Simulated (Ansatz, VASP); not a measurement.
MnO in VASP and in Ansatz

INCAR

```
ALGO = Normal
EDIFF = 1E-8
ENCUT = 520
GGA = PE
ISIF = 2
ISMEAR = -1
ISPIN = 2
LASPH = True
LCHARG = False
LEFG = True
LMAXMIX = 4
LORBIT = 11
LREAL = False
LWAVE = False
MAGMOM = 4 0
NBANDS = 20
NELM = 150
PREC = Accurate
SIGMA = 0.05
```

KPOINTS

```
k-points
0
Gamma
  16 16 16
```

POSCAR

```
MnO
1.0
    0.0000000000      2.2220000000      2.2220000000
    2.2220000000      0.0000000000      2.2220000000
    2.2220000000      2.2220000000      0.0000000000
Mn O
1 1
Direct
    0.0000000000      0.0000000000      0.0000000000
    0.5000000000      0.5000000000      0.5000000000
```

Input for Ansatz:

```yaml
crystal:
  lattice:
    - [0.0, 2.222, 2.222]
    - [2.222, 0.0, 2.222]
    - [2.222, 2.222, 0.0]
  atoms:
    - { symbol: Mn, position: [0.0, 0.0, 0.0], spin: 4.0 }
    - { symbol: O, position: [0.5, 0.5, 0.5] }
magnetization:
  spin_polarized: true
kpoints:
  mp_grid: { grid: [16, 16, 16] }
  band_path:
    path:
      - [0.0, 0.0, 0.0]
      - [0.5, 0.0, 0.5]
      - [0.625, 0.25, 0.625]
      - [0.375, 0.375, 0.75]
      - [0.0, 0.0, 0.0]
      - [0.5, 0.5, 0.5]
      - [0.5, 0.25, 0.75]
      - [0.5, 0.0, 0.5]
    npoints: 8
scf:
  occupations: { method: fermi_dirac, width: 0.05 }
hamiltonian:
  xc: pbe
  pseudopotentials: { kind: paw }
output:
  forces: true
  stress: true
  eigenvalues: true
  efg: { contact_densities: true }
  populations: true
  bader: true
  dos: { projected: true, de: 0.2, e_range: [-14, 8] }
```

Alike in both runs: task electric field gradients; functional PBE; k mesh 16 × 16 × 16; occupations fermi-dirac, width 0.05 eV; collinear spin.

|  | VASP | Ansatz |
| --- | --- | --- |
| version | VASP 6.6.1 | Ansatz 0.2.0 |
| potentials or method | VASP PAW PBE potentials, release 64 (Mn_pv, O) | PAW with Ansatz's default frozen-core files, scalar-relativistic |
| plane-wave cutoff (eV) | 520 | 420 |
| valence electrons in the cell | 19 | 21 |

```tsv
	VASP	Ansatz	Ansatz less VASP
pressure (GPa)	0.1	-0.1	-0.22
net moment per atom (μB)	2.38	2.38	0.000
size of the moment on the site where the two differ most (μB)	4.33	4.04	-0.285
```

Site moments also hang on the region over which each program counts them. The functional is the same, so the differences come from potentials, cutoffs and numerics. VASP's potentials hold 19 valence electrons a cell and Ansatz's 21, so a difference there can come from the potentials and not from the codes.
